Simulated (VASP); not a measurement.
# SbBr (P4/mmm) in VASP: relaxation of cell and atoms with PBE

Aim: the relaxation of cell and atoms of SbBr with PBE.

Everything below comes from runs of VASP 6.6.1. Logs are shortened: lines on timing, memory, paths and dates and some standing lists are left out, and cuts for length are marked.

## 1. The cell of the first run

Symmetry: P4/mmm, No. 123, tetragonal system. The conventional cell has a = 3.581 Å, b = 3.581 Å, c = 4.694 Å, α = 90.00°, β = 90.00°, γ = 90.00°. Within 4.5 Å of Sb (site symmetry 4/mmm) lie 8 Br at 3.45 Å and 4 Sb at 3.58 Å. Within 4.5 Å of Br (site symmetry 4/mmm) lie 8 Sb at 3.45 Å and 4 Br at 3.58 Å.

## 2. Relaxation of cell and atoms, PBE

INCAR

```
SYSTEM = SbBr
PREC = Accurate
ENCUT = 600
EDIFF = 1E-6
ISMEAR = 0
SIGMA = 0.1
LREAL = .FALSE.
LASPH = .TRUE.
NELM = 60
ALGO = Normal
ISIF = 3
LWAVE = .FALSE.
LCHARG = .FALSE.
GGA = PE
IBRION = 2
NSW = 100
EDIFFG = -0.01
```

KPOINTS

```
regular mesh
0
G
  16 16 12
  0 0 0
```

POSCAR

```
SbBr
1.0
    3.5812075497      0.0000000000      0.0000000000
    0.0000000000      3.5812075497      0.0000000000
    0.0000000000      0.0000000000      4.6939398955
Sb Br
1 1
Direct
    0.5000000000      0.5000000000      0.5000000000
    0.0000000000      0.0000000000      0.0000000000
```

Potentials or basis: VASP PAW PBE potentials, release 64 (Sb, Br).

Started as:

```bash
cat potpaw_PBE.64/Sb/POTCAR potpaw_PBE.64/Br/POTCAR > POTCAR
mpirun -np 1 vasp_std > vasp.out
```

OUTCAR:

```text
SYSTEM = SbBr
   PREC = Accurate
   ENCUT = 600
   EDIFF = 1E-6
   ISMEAR = 0
   LREAL = .FALSE.
   LASPH = .TRUE.
   NELM = 60
   ISIF = 3
   GGA = PE
   IBRION = 2
   NSW = 100
   EDIFFG = -0.01

 ion  position               nearest neighbor table
   1  0.500  0.500  0.500-
   2  0.000  0.000  0.000-

  LATTYP: Found a simple tetragonal cell.
 ALAT       =     3.5812075497
 C/A-ratio  =     1.3107142857

  Lattice vectors:

 A1 = (   3.5812075497,   0.0000000000,   0.0000000000)
 A2 = (   0.0000000000,   3.5812075497,   0.0000000000)
 A3 = (   0.0000000000,   0.0000000000,   4.6939398955)

Analysis of symmetry for initial positions (statically):
=====================================================================
 Subroutine PRICEL returns:
 Original cell was already a primitive cell.

 Routine SETGRP: Setting up the symmetry group for a
 simple tetragonal supercell.

 Subroutine GETGRP returns: Found 16 space group operations
 (whereof 16 operations were pure point group operations)
 out of a pool of 16 trial point group operations.

The static configuration has the point symmetry D_4h.

Analysis of symmetry for dynamics (positions and initial velocities):
=====================================================================
 Subroutine PRICEL returns:
 Original cell was already a primitive cell.

 Routine SETGRP: Setting up the symmetry group for a
 simple tetragonal supercell.

 Subroutine GETGRP returns: Found 16 space group operations
 (whereof 16 operations were pure point group operations)
 out of a pool of 16 trial point group operations.

The dynamic configuration has the point symmetry D_4h.

 Subroutine INISYM returns: Found 16 space group operations
 (whereof 16 operations are pure point group operations),
 and found     1 'primitive' translations

----------------------------------------------------------------------------------------

                                     Primitive cell

  volume of cell :      60.2000

  direct lattice vectors                    reciprocal lattice vectors
     3.581207550  0.000000000  0.000000000     0.279235422  0.000000000  0.000000000
     0.000000000  3.581207550  0.000000000     0.000000000  0.279235422  0.000000000
     0.000000000  0.000000000  4.693939895     0.000000000  0.000000000  0.213040649

  length of vectors
     3.581207550  3.581207550  4.693939895     0.279235422  0.279235422  0.213040649

  position of ions in fractional coordinates (direct lattice)
     0.500000000  0.500000000  0.500000000
     0.000000000  0.000000000  0.000000000

  ion indices of the primitive-cell ions
   primitive index   ion index
                 1           1
                 2           2

----------------------------------------------------------------------------------------

 KPOINTS: regular mesh

Automatic generation of k-mesh.
 Grid dimensions read from file:
 generate k-points for:   16   16   12

 Generating k-lattice:

  Cartesian coordinates                     Fractional coordinates (reciprocal lattice)
     0.017452214  0.000000000  0.000000000     0.062500000  0.000000000  0.000000000
     0.000000000  0.017452214  0.000000000     0.000000000  0.062500000  0.000000000
     0.000000000  0.000000000  0.017753387     0.000000000  0.000000000  0.083333333

  Length of vectors
     0.017452214  0.017452214  0.017753387

  Shift w.r.t. Gamma in fractional coordinates (k-lattice)
     0.000000000  0.000000000  0.000000000

 Subroutine IBZKPT returns following result:
 ===========================================

 Found    315 irreducible k-points:

 Following reciprocal coordinates:
            Coordinates               Weight
  0.000000  0.000000  0.000000      1.000000
  0.062500  0.000000  0.000000      4.000000
  0.125000  0.000000  0.000000      4.000000
  0.187500  0.000000  0.000000      4.000000
  0.250000  0.000000  0.000000      4.000000
  0.312500  0.000000  0.000000      4.000000
[... 16 lines left out ...]
  0.437500  0.125000  0.000000      8.000000
  0.500000  0.125000  0.000000      4.000000
 [... further k-points ...]
   k-points           NKPTS =    315   k-points in BZ     NKDIM =    315   number of bands    NBANDS=     10
   number of dos      NEDOS =    301   number of ions     NIONS =      2
   total plane-waves  NPLWV =  36000
   dimension x,y,z NGX =    30 NGY =   30 NGZ =   40
   dimension x,y,z NGXF=    60 NGYF=   60 NGZF=   80
   ions per type =               1   1
   NGX,Y,Z   is equivalent  to a cutoff of  13.93, 13.93, 14.17 a.u.
   NGXF,Y,Z  is equivalent  to a cutoff of  27.85, 27.85, 28.33 a.u.
 SYSTEM =  SbBr
   PREC   = accura    normal or accurate (medium, high low for compatibility)
   ISTART =      0    job   : 0-new  1-cont  2-samecut
   ICHARG =      2    charge: 1-file 2-atom 10-const
   ISPIN  =      1    spin polarized calculation?
   LNONCOLLINEAR =      F non collinear calculations
   LSORBIT =      F    spin-orbit coupling
   LASPH  =      T    aspherical Exc in radial PAW
   ENCUT  =  600.0 eV  44.10 Ry    6.64 a.u.   7.15  7.15  9.37*2*pi/ulx,y,z
   NELM   =     60;   NELMIN=  2; NELMDL= -5     # of ELM steps
   EDIFF  = 0.1E-05   stopping-criterion for ELM
   LREAL  =      F    real-space projection
   EDIFFG = -.1E-01   stopping-criterion for IOM
   NSW    =    100    number of steps for IOM
   IBRION =      2    ionic relax: 0-MD 1-quasi-New 2-CG
   NFREE  =      1    steps in history (QN), initial steepest desc. (CG)
   ISIF   =      3    stress and relaxation
   ISYM   =      2    0-nonsym 1-usesym 2-fastsym
   POTIM  = 0.5000    time-step for ionic-motion
   TEBEG  =    0.0;   TEEND  =   0.0 temperature during run
   PSTRESS=    0.0 pullay stress
   NELECT =      12.0000    total number of electrons
   NUPDOWN=      -1.0000    fix difference up-down
   EMIN   =  10.00;   EMAX   =-10.00  energy-range for DOS
   EFERMI =   0.00;   METHOD = LEGACY
   ISMEAR =     0;   SIGMA  =   0.10  broadening in eV -4-tet -1-fermi 0-gaus
   EFERMI_NEDOS =   21; number of points for ismear=-14 and -15
   IALGO  =     38    algorithm
   IMIX   =      4    mixing-type and parameters
     AMIX     =   0.40;   BMIX     =  1.00
     AMIX_MAG =   1.60;   BMIX_MAG =  1.00
  volume/ion in A,a.u.               =      30.10       203.12
  Fermi-wavevector in a.u.,A,eV,Ry     =   0.956320  1.807182 12.443171  0.914547
  Thomas-Fermi vector in A             =   2.085237
   LORBIT       =      0    0 simple, 1 ext, 2 COOP (PROOUT), +10 PAW based schemes
   GGA     = PE    functional components
   LHFCALC =     F    Hartree Fock is set to
   AEXX    =    0.0000 exact exchange contribution
   IVDW    =     0    specifies the selected vdW correction
   LEPSILON=     F    determine dielectric tensor
   LRPA    =     F    only Hartree local field effects (RPA)
 conjugate gradient relaxation of ions
 non-spin polarized calculation
 Gauss-broadening in eV      SIGMA  =   0.10
  energy-cutoff  :      600.00
  volume of cell :       60.20
 maximum number of plane-waves:      2036
 NGX is ok and might be reduce to    30
   NGX = 15   NGY = 15   NGZ = 19

--------------------------------------- Ionic step        1  -------------------------------------------

 number of electron      11.9999999 magnetization

 Free energy of the ion-electron system (eV)
  ---------------------------------------------------
  ext. energy  EPLUGINS =         0.00000000
  ---------------------------------------------------
  free energy    TOTEN  =        -5.27103393 eV

  energy without entropy =       -5.26301844  energy(sigma->0) =       -5.26702618

 E-fermi :   4.4356     XC(G=0):  -9.2427

 val. band max:        4.4331624861   @ k =   0.5000   0.5000   0.2500
 cond. band min:       4.4453470284   @ k =   0.4375   0.0625   0.0833
 fundamental gap:      0.0121845423
 Fermi energy:         4.4356479653

 k-point     1 :       0.0000    0.0000    0.0000
  band No.  band energies     occupation
      1     -10.8626      2.00000
      2      -4.9051      2.00000
      3       0.1074      2.00000
      4       2.4108      2.00000
      5       2.4108      2.00000
      6       6.3829      0.00000
      7       7.2901      0.00000
      8       7.2901      0.00000
      9       8.7107      0.00000
     10       9.8100      0.00000
[... 287 lines left out ...]
 k-point    24 :       0.5000    0.1250    0.0000
  band No.  band energies     occupation
      1     -10.3321      2.00000
      2      -4.5558      2.00000
      3       1.2244      2.00000
      4       1.4769      2.00000
      5       1.5516      2.00000
      6       3.0992      2.00000
      7       4.2304      1.99631
      8       6.2768      0.00000
      9      11.8953      0.00000
     10      12.4273      0.00000

 [... further k-points ...]

------------------------ aborting loop because EDIFF is reached ----------------------------------------

  FORCE on cell =-STRESS in cart. coord.  units (eV):
  Direction    XX          YY          ZZ          XY          YZ          ZX
  --------------------------------------------------------------------------------------
  -------------------------------------------------------------------------------------
  Total       -1.8395403     -1.8395403     -0.7816197      0.0000000      0.0000000     -0.0000000
  in kB      -48.9579674    -48.9579674    -20.8022150      0.0000000      0.0000000     -0.0000000
  external PRESSURE =     -39.5727166 kB  Pullay stress =       0.0000000 kB
[... 237 lines left out ...]
  energy  without entropy=       -5.3920261414  energy(sigma->0) =       -5.39558793

--------------------------------------- Ionic step        8  -------------------------------------------

 number of electron      11.9999999 magnetization

 Free energy of the ion-electron system (eV)
  ---------------------------------------------------
  ext. energy  EPLUGINS =         0.00000000
  ---------------------------------------------------
  free energy    TOTEN  =        -5.39923755 eV

  energy without entropy =       -5.39214863  energy(sigma->0) =       -5.39569309

 E-fermi :   5.6054     XC(G=0):  -9.7511

 val. band max:        5.6042592044   @ k =   0.4375   0.1250   0.4167
 cond. band min:       5.6137940342   @ k =   0.5000   0.2500   0.3333
 fundamental gap:      0.0095348298
 Fermi energy:         5.6054209453

 k-point     1 :       0.0000    0.0000    0.0000
  band No.  band energies     occupation
      1     -10.1163      2.00000
      2      -4.1933      2.00000
      3       0.4700      2.00000
      4       3.9535      2.00000
      5       3.9535      2.00000
      6       8.0218      0.00000
      7       9.2387      0.00000
      8       9.2387      0.00000
      9      10.1249      0.00000
     10      11.3084      0.00000
[... 287 lines left out ...]
 k-point    24 :       0.5000    0.1250    0.0000
  band No.  band energies     occupation
      1      -9.2757      2.00000
      2      -3.5425      2.00000
      3       2.0191      2.00000
      4       2.1931      2.00000
      5       2.4104      2.00000
      6       4.3611      2.00000
      7       5.0982      2.00000
      8       8.1591      0.00000
      9      13.5044      0.00000
     10      14.4422      0.00000

 [... further k-points ...]

------------------------ aborting loop because EDIFF is reached ----------------------------------------

  FORCE on cell =-STRESS in cart. coord.  units (eV):
  Direction    XX          YY          ZZ          XY          YZ          ZX
  --------------------------------------------------------------------------------------
  -------------------------------------------------------------------------------------
  Total        0.0027873      0.0027873      0.0038505      0.0000000      0.0000000     -0.0000000
  in kB        0.0833025      0.0833025      0.1150784      0.0000000      0.0000000     -0.0000000
  external PRESSURE =       0.0938945 kB  Pullay stress =       0.0000000 kB
[... 17 lines left out ...]
  FREE ENERGIE OF THE ION-ELECTRON SYSTEM (eV)
  ---------------------------------------------------
  free  energy   TOTEN  =        -5.3992375521 eV

  energy  without entropy=       -5.3921486318  energy(sigma->0) =       -5.39569309

 reached required accuracy - stopping structural energy minimisation
```

Wall time 11 min (1 thread of Oxide Virtual Turin-like, shared host); peak memory 0.4 GiB.

What came out:

```yaml
Free_energy: -5.3992 eV
Relaxed_volume: 26.80 Å³/atom
Relaxed_cell: a = 3.349 Å, b = 3.349 Å, c = 4.780 Å, α = 90.00°, β = 90.00°, γ = 90.00°
Space_group_after_relaxing_to_0.1_Å: P4/mmm (No. 123)
Energy_gained_by_relaxing: 64.1 meV/atom
Ionic_steps: 8
Pressure_after_relaxing: 0.0 GPa
Band_gap_on_the_k_mesh: zero (bands 6 and 7 overlap by 4.98 eV)
```

Step by step:
```csv
step,energy change (eV),largest force (eV/Å),pressure (GPa),volume (Å³)
1,0.0000,0.0000,-3.96,60.20
2,-0.1111,0.0000,-0.45,53.94
3,-0.1139,0.0000,0.34,52.97
4,-0.1230,0.0000,0.28,53.09
5,-0.1278,0.0000,0.32,53.26
6,-0.1279,0.0000,0.31,53.24
7,-0.1281,0.0000,-0.14,53.80
8,-0.1282,0.0000,0.01,53.61
```

Final structure:
```
Sb Br
1.0
     3.34900    0.00000    0.00000
     0.00000    3.34900    0.00000
     0.00000    0.00000    4.77971
Sb Br
1 1
Direct
  0.50000 0.50000 0.50000
  0.00000 0.00000 0.00000
```

Caveat: spin-orbit coupling is left out, which moves the levels of the heavy elements.
